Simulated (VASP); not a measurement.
# Ti in VASP: further runs

Ti is run at these levels: PBE; tasks: single point.

Everything below comes from runs of VASP 6.6.1. Logs are shortened: lines on timing, memory, paths and dates and some standing lists are left out, and cuts for length are marked.

## Step 1: The cell of the first run

The typed cell holds 1 atom: a = 2.905 Å, b = 2.911 Å, c = 2.908 Å, α = 59.90°, β = 60.11°, γ = 59.99°.

The cell was built from a structure type or drawn by symmetry, and may not be a known phase.

## Step 2: Single point, PBE

Contents of INCAR:

```
PREC = Accurate
ENCUT = 520
EDIFF = 1E-7
ISMEAR = 0
SIGMA = 0.1
LREAL = False
LASPH = True
NELM = 100
ALGO = Fast
ISIF = 2
LWAVE = False
LCHARG = False
GGA = PE
NBANDS = 12
```

Contents of KPOINTS:

```
Automatic mesh
0
Gamma
  8 8 8
```

Contents of POSCAR:

```
Ti
1.0
    0.0000000000      2.0518333520      2.0567067396
    2.0604622577      0.0000000000      2.0567067396
    2.0604622577      2.0518333520      0.0000000000
Ti
1
Direct
    0.5000000000      0.5000000000      0.5000000000
```

Potentials or basis: VASP PAW PBE potentials, release 64 (Ti_sv).

Launch:

```
> cat potpaw_PBE.64/Ti_sv/POTCAR > POTCAR
> mpirun -np 1 vasp_std > vasp.out
```

OUTCAR:

```text
PREC = Accurate
   ENCUT = 520
   EDIFF = 1E-7
   ISMEAR = 0
   LREAL = False
   LASPH = True
   NELM = 100
   ISIF = 2
   GGA = PE

 ion  position               nearest neighbor table
   1  0.500  0.500  0.500-

  LATTYP: Found a face centered orthorhombic cell.
 ALAT       =     4.1036667040
 B/A-ratio  =     1.0023751381
 C/A-ratio  =     1.0042054613

  Lattice vectors:

 A1 = (  -2.0604622577,   0.0000000000,  -2.0567067396)
 A2 = (  -2.0604622577,   2.0518333520,   0.0000000000)
 A3 = (   0.0000000000,   2.0518333520,  -2.0567067396)

Analysis of symmetry for initial positions (statically):
=====================================================================
 Subroutine PRICEL returns:
 Original cell was already a primitive cell.

 Routine SETGRP: Setting up the symmetry group for a
 face centered orthorhombic supercell.

 Subroutine GETGRP returns: Found  8 space group operations
 (whereof  8 operations were pure point group operations)
 out of a pool of  8 trial point group operations.

The static configuration has the point symmetry D_2h.

Analysis of symmetry for dynamics (positions and initial velocities):
=====================================================================
 Subroutine PRICEL returns:
 Original cell was already a primitive cell.

 Routine SETGRP: Setting up the symmetry group for a
 face centered orthorhombic supercell.

 Subroutine GETGRP returns: Found  8 space group operations
 (whereof  8 operations were pure point group operations)
 out of a pool of  8 trial point group operations.

The dynamic configuration has the point symmetry D_2h.

 Subroutine INISYM returns: Found  8 space group operations
 (whereof  8 operations are pure point group operations),
 and found     1 'primitive' translations

----------------------------------------------------------------------------------------

                                     Primitive cell

  volume of cell :      17.3904

  direct lattice vectors                    reciprocal lattice vectors
     0.000000000  2.051833352  2.056706740    -0.242663994  0.243684508  0.243107095
     2.060462258  0.000000000  2.056706740     0.242663994 -0.243684508  0.243107095
     2.060462258  2.051833352  0.000000000     0.242663994  0.243684508 -0.243107095

  length of vectors
     2.905178603  2.911279328  2.907838513     0.421152006  0.421152006  0.421152006

[... 85 lines left out ...]
   ISYM   =      2    0-nonsym 1-usesym 2-fastsym
   POTIM  = 0.5000    time-step for ionic-motion
   TEBEG  =    0.0;   TEEND  =   0.0 temperature during run
   PSTRESS=    0.0 pullay stress
   NELECT =      12.0000    total number of electrons
   NUPDOWN=      -1.0000    fix difference up-down
   EMIN   =  10.00;   EMAX   =-10.00  energy-range for DOS
   EFERMI =   0.00;   METHOD = LEGACY
   ISMEAR =     0;   SIGMA  =   0.10  broadening in eV -4-tet -1-fermi 0-gaus
   EFERMI_NEDOS =   21; number of points for ismear=-14 and -15
   IALGO  =     68    algorithm
   IMIX   =      4    mixing-type and parameters
     AMIX     =   0.40;   BMIX     =  1.00
     AMIX_MAG =   1.60;   BMIX_MAG =  1.00
  volume/ion in A,a.u.               =      17.39       117.36
  Fermi-wavevector in a.u.,A,eV,Ry     =   1.446657  2.733785 28.474493  2.092816
  Thomas-Fermi vector in A             =   2.564701
   LORBIT       =      0    0 simple, 1 ext, 2 COOP (PROOUT), +10 PAW based schemes
   GGA     = PE    functional components
   LHFCALC =     F    Hartree Fock is set to
   AEXX    =    0.0000 exact exchange contribution
   IVDW    =     0    specifies the selected vdW correction
   LEPSILON=     F    determine dielectric tensor
   LRPA    =     F    only Hartree local field effects (RPA)
 non-spin polarized calculation
 RMM-DIIS sequential band-by-band and
 Gauss-broadening in eV      SIGMA  =   0.10
  energy-cutoff  :      520.00
  volume of cell :       17.39
 maximum number of plane-waves:       488
 NGX is ok and might be reduce to    24
   NGX = 11   NGY = 11   NGZ = 11

 number of electron      12.0000002 magnetization

 Free energy of the ion-electron system (eV)
  ---------------------------------------------------
  ext. energy  EPLUGINS =         0.00000000
  ---------------------------------------------------
  free energy    TOTEN  =        -7.77743268 eV

  energy without entropy =       -7.76978987  energy(sigma->0) =       -7.77361128

 E-fermi :   8.2357     XC(G=0): -11.4950

 val. band max:        8.1946528133   @ k =  -0.2500   0.0000   0.2500
 cond. band min:       8.2770659433   @ k =   0.2500   0.0000   0.0000
 fundamental gap:      0.0824131301
 Fermi energy:         8.2357071643

 k-point     1 :       0.0000    0.0000    0.0000
  band No.  band energies     occupation
      1     -48.5217      2.00000
      2     -24.3825      2.00000
      3     -24.3821      2.00000
      4     -24.3816      2.00000
      5       2.1145      2.00000
      6       9.0540      0.00000
      7       9.0683      0.00000
      8       9.0866      0.00000
      9      10.6799      0.00000
     10      10.7129      0.00000
     11      23.4424      0.00000
     12      27.8831      0.00000
[... 331 lines left out ...]
 k-point    24 :       0.3750    0.0000    0.1250
  band No.  band energies     occupation
      1     -48.4209      2.00000
      2     -24.8756      2.00000
      3     -24.4855      2.00000
      4     -24.4848      2.00000
      5       5.2060      2.00000
      6       7.8618      2.00000
      7       8.9023      0.00000
      8       9.4805      0.00000
      9      11.2444      0.00000
     10      11.5469      0.00000
     11      19.0266      0.00000
     12      23.5303      0.00000

 [... further k-points ...]

------------------------ aborting loop because EDIFF is reached ----------------------------------------

  FORCE on cell =-STRESS in cart. coord.  units (eV):
  Direction    XX          YY          ZZ          XY          YZ          ZX
  --------------------------------------------------------------------------------------
  -------------------------------------------------------------------------------------
  Total       -0.0384820     -0.0140927     -0.0288129      0.0000000      0.0000000      0.0000000
  in kB       -3.5453503     -1.2983570     -2.6545351      0.0000000      0.0000000      0.0000000
  external PRESSURE =      -2.4994141 kB  Pullay stress =       0.0000000 kB

 VOLUME and BASIS-vectors are now :
 -----------------------------------------------------------------------------
  energy-cutoff  :      520.00
  volume of cell :       17.39
      direct lattice vectors                 reciprocal lattice vectors
     0.000000000  2.051833352  2.056706740    -0.242663994  0.243684508  0.243107095
     2.060462258  0.000000000  2.056706740     0.242663994 -0.243684508  0.243107095
     2.060462258  2.051833352  0.000000000     0.242663994  0.243684508 -0.243107095

 POSITION                                       TOTAL-FORCE (eV/Angst)
 -----------------------------------------------------------------------------------
      2.06046      2.05183      2.05671         0.000000      0.000000      0.000000
 -----------------------------------------------------------------------------------
    total drift:                               -0.000000     -0.000000      0.000000

  FREE ENERGIE OF THE ION-ELECTRON SYSTEM (eV)
  ---------------------------------------------------
  free  energy   TOTEN  =        -7.7774326779 eV

  energy  without entropy=       -7.7697898749  energy(sigma->0) =       -7.77361128
```

OSZICAR:

```text
N       E                     dE             d eps       ncg     rms          rms(c)
DAV:   1     0.925010853864E+02    0.92501E+02   -0.70536E+03  2288   0.123E+03
DAV:   2    -0.111924661827E+01   -0.93620E+02   -0.90956E+02  2324   0.298E+02
DAV:   3    -0.826000021459E+01   -0.71408E+01   -0.70176E+01  3464   0.774E+01
[... 16 lines left out ...]
RMM:  20    -0.777743203579E+01   -0.55707E-06   -0.55730E-06  2653   0.104E-02    0.482E-04
RMM:  21    -0.777743228261E+01   -0.24681E-06   -0.26725E-06  2343   0.749E-03    0.481E-04
RMM:  22    -0.777743249305E+01   -0.21044E-06   -0.21752E-06  2108   0.500E-03    0.230E-04
RMM:  23    -0.777743260577E+01   -0.11273E-06   -0.12122E-06  1841   0.375E-03    0.178E-04
RMM:  24    -0.777743267794E+01   -0.72169E-07   -0.76846E-07  1779   0.290E-03
   1 F= -.77774327E+01 E0= -.77736113E+01  d E =-.764280E-02
```

stdout:

```text
POSCAR found type information on POSCAR Ti
 POSCAR found :  1 types and       1 ions
 scaLAPACK will be used
 LDA part: xc-table for (Slater+PW92), standard interpolation
 POSCAR, INCAR and KPOINTS ok, starting setup
 FFT: planning ... GRIDC
 FFT: planning ... GRID_SOFT
 FFT: planning ... GRID
 WAVECAR not read
 entering main loop
WARNING in EDDRMM: call to ZHEGV failed, returncode =   6  3      6
WARNING in EDDRMM: call to ZHEGV failed, returncode =   8  4      6
WARNING in EDDRMM: call to ZHEGV failed, returncode =   6  3      6
WARNING in EDDRMM: call to ZHEGV failed, returncode =   6  3      7
WARNING in EDDRMM: call to ZHEGV failed, returncode =   6  3      6
WARNING in EDDRMM: call to ZHEGV failed, returncode =   8  4      6
WARNING in EDDRMM: call to ZHEGV failed, returncode =   6  3      5
WARNING in EDDRMM: call to ZHEGV failed, returncode =   6  3      7
WARNING in EDDRMM: call to ZHEGV failed, returncode =   8  4      7
WARNING in EDDRMM: call to ZHEGV failed, returncode =   8  4      7
WARNING in EDDRMM: call to ZHEGV failed, returncode =   6  3      5
```

It took 1.8 min on 1 thread of AMD EPYC 7R13, shared host; peak memory 0.12 GiB.

Results:

```yaml
Free_energy: -7.7774 eV
Pressure: -0.2 GPa
Band_gap_on_the_k_mesh: zero (bands 6 and 7 overlap by 1.23 eV)
```

## Step 3: Single point, PBE, collinear spin

Contents of INCAR:

```
SYSTEM = Ti
  PREC = Accurate
  ENCUT = 520
  EDIFF = 1E-6
  ISMEAR = 0
  SIGMA = 0.1
  LREAL = .False.
  LASPH = .True.
  NELM = 150
  ALGO = Normal
  ISIF = 2
  LWAVE = .False.
  LCHARG = .False.
  ISPIN = 2
  MAGMOM = 1
  LORBIT = 11
  LMAXMIX = 4
  GGA = PE
  NBANDS = 16
```

Contents of KPOINTS:

```
regular mesh
0
Gamma
  8 8 8
  0 0 0
```

Contents of POSCAR:

```
Ti
1.0
    0.0000000000      2.0563341165      2.0563341165
    2.0563341165      0.0000000000      2.0563341165
    2.0563341165      2.0563341165      0.0000000000
Ti
1
Direct
    0.5000000000      0.5000000000      0.5000000000
```

Potentials or basis: VASP PAW PBE potentials, release 64 (Ti_sv).

Launch:

```
> cat potpaw_PBE.64/Ti_sv/POTCAR > POTCAR
> mpirun -np 1 vasp_std > vasp.out
```

OUTCAR:

```text
SYSTEM = Ti
   PREC = Accurate
   ENCUT = 520
   EDIFF = 1E-6
   ISMEAR = 0
   LREAL = .False.
   LASPH = .True.
   NELM = 150
   ISIF = 2
   ISPIN = 2
   LORBIT = 11
   GGA = PE

 ion  position               nearest neighbor table
   1  0.500  0.500  0.500-

  LATTYP: Found a face centered cubic cell.
 ALAT       =     4.1126682330

  Lattice vectors:

 A1 = (   0.0000000000,   2.0563341165,   2.0563341165)
 A2 = (   2.0563341165,   0.0000000000,   2.0563341165)
 A3 = (   2.0563341165,   2.0563341165,   0.0000000000)

Analysis of symmetry for initial positions (statically):
=====================================================================
 Subroutine PRICEL returns:
 Original cell was already a primitive cell.

 Routine SETGRP: Setting up the symmetry group for a
 face centered cubic supercell.

 Subroutine GETGRP returns: Found 48 space group operations
 (whereof 48 operations were pure point group operations)
 out of a pool of 48 trial point group operations.

The static configuration has the point symmetry O_h .

Analysis of symmetry for dynamics (positions and initial velocities):
[... 641 lines left out ...]
 spin component 2

 k-point     1 :       0.0000    0.0000    0.0000
  band No.  band energies     occupation
      1     -48.5218      1.00000
      2     -24.3822      1.00000
      3     -24.3822      1.00000
      4     -24.3822      1.00000
      5       2.1142      1.00000
      6       9.0694      0.00000
[... 435 lines left out ...]
      5       6.6280      1.00000
      6       7.4411      1.00000
[... 8 lines left out ...]
     15      31.0390      0.00000
     16      34.8589      0.00000

 [... further k-points ...]

------------------------ aborting loop because EDIFF is reached ----------------------------------------

  FORCE on cell =-STRESS in cart. coord.  units (eV):
  Direction    XX          YY          ZZ          XY          YZ          ZX
  --------------------------------------------------------------------------------------
  -------------------------------------------------------------------------------------
  Total       -0.0236839     -0.0236839     -0.0236839     -0.0000000      0.0000000      0.0000000
  in kB       -2.1819896     -2.1819896     -2.1819896     -0.0000000      0.0000000      0.0000000
  external PRESSURE =      -2.1819896 kB  Pullay stress =       0.0000000 kB

 VOLUME and BASIS-vectors are now :
 -----------------------------------------------------------------------------
  energy-cutoff  :      520.00
  volume of cell :       17.39
      direct lattice vectors                 reciprocal lattice vectors
     0.000000000  2.056334116  2.056334116    -0.243151147  0.243151147  0.243151147
     2.056334116  0.000000000  2.056334116     0.243151147 -0.243151147  0.243151147
     2.056334116  2.056334116  0.000000000     0.243151147  0.243151147 -0.243151147

 POSITION                                       TOTAL-FORCE (eV/Angst)
 -----------------------------------------------------------------------------------
      2.05633      2.05633      2.05633        -0.000000     -0.000000      0.000000
 -----------------------------------------------------------------------------------
    total drift:                               -0.000000     -0.000000      0.000000

  FREE ENERGIE OF THE ION-ELECTRON SYSTEM (eV)
  ---------------------------------------------------
  free  energy   TOTEN  =        -7.7774582658 eV

  energy  without entropy=       -7.7698414087  energy(sigma->0) =       -7.77364984

 total charge

# of ion       s       p       d       tot
------------------------------------------
    1        2.246   6.121   1.885  10.251

 magnetization (x)

# of ion       s       p       d       tot
------------------------------------------
    1        0.000  -0.000   0.000   0.000
```

OSZICAR:

```text
N       E                     dE             d eps       ncg     rms          rms(c)
DAV:   1     0.987985328238E+02    0.98799E+02   -0.60673E+03  1864   0.898E+02
DAV:   2    -0.243649476322E+01   -0.10124E+03   -0.96537E+02  2072   0.255E+02
DAV:   3    -0.833249085886E+01   -0.58960E+01   -0.58014E+01  2240   0.605E+01
DAV:   4    -0.863736276072E+01   -0.30487E+00   -0.30467E+00  2152   0.104E+01
DAV:   5    -0.864417320066E+01   -0.68104E-02   -0.68103E-02  2264   0.153E+00    0.940E+00
DAV:   6    -0.776694248098E+01    0.87723E+00   -0.11555E+00  1912   0.160E+01    0.240E+00
DAV:   7    -0.776349884032E+01    0.34436E-02   -0.13608E-01  2432   0.343E+00    0.153E+00
DAV:   8    -0.777037654253E+01   -0.68777E-02   -0.21844E-02  1936   0.152E+00    0.913E-01
DAV:   9    -0.777687372199E+01   -0.64972E-02   -0.11678E-02  1880   0.100E+00    0.293E-01
DAV:  10    -0.777738487101E+01   -0.51115E-03   -0.91367E-04  2312   0.211E-01    0.618E-02
DAV:  11    -0.777745906089E+01   -0.74190E-04   -0.10707E-04  1912   0.884E-02    0.257E-02
DAV:  12    -0.777745926943E+01   -0.20854E-06   -0.34385E-05  2168   0.494E-02    0.124E-02
DAV:  13    -0.777745818729E+01    0.10821E-05   -0.25847E-06  2056   0.134E-02    0.747E-03
DAV:  14    -0.777745826580E+01   -0.78506E-07   -0.57460E-07  1664   0.564E-03
   1 F= -.77774583E+01 E0= -.77736498E+01  d E =-.761686E-02  mag=    -0.0001
```

It took 59 s on 1 thread of AMD EPYC 7R13, shared host; peak memory 0.12 GiB.

Results:

```
Free energy                                           : -7.7775 eV
Pressure                                              : -0.2 GPa
Band gap on the k mesh                                : zero (filled and empty bands overlap)
Net moment                                            : 0.00 μB per cell
Valence electrons inside the program's atomic spheres : Ti 10.25
```
